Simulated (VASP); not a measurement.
Write the native input for VASP 6.6.1 that does the following.

* Task: single point
* Functional: PBEsol
* Potentials or basis: VASP PAW PBE potentials, release 64 (Na_sv, Cl)
* Cutoff: 1130 eV
* k mesh: 4 × 4 × 4
* Occupations: tetrahedron
* Spin: no spin polarisation
* Hubbard terms: Cl p U = 1.1 eV
* Dipole correction: no
* Further INCAR settings: ALGO = Normal; EDIFF = 1e-06; NBANDS = 15

The structure of NaCl lies in POSCAR:

```
NaCl
1.0
    3.5021900000      0.0000000000      0.0000000000
    0.0000000000      3.5021900000      0.0000000000
    0.0000000000      0.0000000000      3.5021900000
Na Cl
1 1
Direct
    0.0000000000      0.0000000000      0.0000000000
    0.5000000000      0.5000000000      0.5000000000
```

One way to write it, as run:

INCAR

```
SYSTEM = NaCl
PREC = Accurate
ENCUT = 1130
EDIFF = 1E-6
ISMEAR = -5
SIGMA = 0.1
LREAL = .False.
LASPH = .True.
NELM = 200
ALGO = Normal
ISIF = 2
LWAVE = .False.
LCHARG = .False.
LDAU = .True.
LDAUTYPE = 2
LDAUL = -1 1
LDAUU = 0 1.1
LDAUJ = 0 0
LDAUPRINT = 1
GGA = PS
NBANDS = 15
GGA_COMPAT = .False.
```

KPOINTS

```
Automatic mesh
0
Gamma
  4 4 4
  0 0 0
```

Potentials or basis: VASP PAW PBE potentials, release 64 (Na_sv, Cl).

Command:

```bash
$ cat potpaw_PBE.64/Na_sv/POTCAR potpaw_PBE.64/Cl/POTCAR > POTCAR
$ mpirun -np 1 vasp_std > vasp.out
```

It gave:

```json
{"Pressure": "-1.4 GPa", "Band gap on the k mesh": "3.88 eV (least direct gap 4.38 eV)"}
```

Caveat: the k points lie up to 0.45 Å⁻¹ apart; the PAW data sets were made with another functional, which shifts forces and pressure a little.

Wall time 19 s on 1 thread of Intel(R) Xeon(R) Platinum 8488C (Sapphire Rapids) (shared host), peak memory 0.23 GiB.
